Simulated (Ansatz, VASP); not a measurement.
**One calculation of ZnSnN, two programs**

INCAR

```
ALGO = Normal
EDIFF = 1E-6
EDIFFG = -0.04
ENCUT = 600
GGA = PE
IBRION = 2
ISIF = 3
ISMEAR = 0
LASPH = True
LCHARG = False
LREAL = False
LWAVE = False
NELM = 60
NSW = 90
PREC = Accurate
SIGMA = 0.1
```

KPOINTS

```
k-points
0
Gamma
  4 4 6
```

The input POSCAR:

```
ZnSnN
1.0
    4.0796608574      0.0000000000      0.0000000000
    0.0000000000      4.0796608574      0.0000000000
    0.0000000000      0.0000000000      3.6101218372
Zn Sn N
1 1 1
Direct
    0.5000000000      0.5000000000      0.5000000000
    0.0000000000      0.0000000000      0.5000000000
    0.5000000000      0.5000000000      0.0000000000
```

Input for Ansatz:

```yaml
crystal:
  lattice:
    - [4.0796608574, 0.0, 0.0]
    - [0.0, 4.0796608574, 0.0]
    - [0.0, 0.0, 3.6101218372]
  atoms:
    - { symbol: Zn, position: [0.5, 0.5, 0.5] }
    - { symbol: Sn, position: [0.0, 0.0, 0.5] }
    - { symbol: "N", position: [0.5, 0.5, 0.0] }
basis:
  ecutwfc: 420
kpoints:
  mp_grid: { grid: [4, 4, 6] }
hamiltonian:
  xc: pbe
scf:
  occupations: { method: gaussian, width: 0.1 }
  lower_state_search: "off"
output:
  forces: true
  stress: true
  eigenvalues: true
relax:
  adjacent_minimum: "off"
  f_tol: 0.04
  max_steps: 70
  cell: { stress_tol: 0.4 }
```

Alike in both runs: task relaxation of cell and atoms; functional PBE; k mesh 4 × 4 × 6; occupations gaussian, width 0.1 eV; no spin polarisation.

|  | VASP | Ansatz |
| --- | --- | --- |
| version | VASP 6.6.1 | Ansatz 0.2.0 |
| potentials or method | VASP PAW PBE potentials, release 64 (Zn, Sn_d, N), cutoff 600 eV | scalar-relativistic, plane waves, PAW |
| valence electrons in the cell | 31 | 31 |

Ansatz gave:

```
gap on the k mesh at the Fermi level, each at its own relaxed structure (eV)  : none
relaxed volume (Å³/atom)                                                      : 20.21
relaxed length of the cell vector where the two differ most in proportion (Å) : 3.579
```

Which values does VASP return?

gap on the k mesh at the Fermi level, each at its own relaxed structure (eV): none; relaxed volume (Å³/atom): 20.19; relaxed length of the cell vector where the two differ most in proportion (Å): 3.591.

A gap of «none» marks a metal or a gap that the smearing closes.

The k mesh is coarse, so the values compare programs but aren't converged.
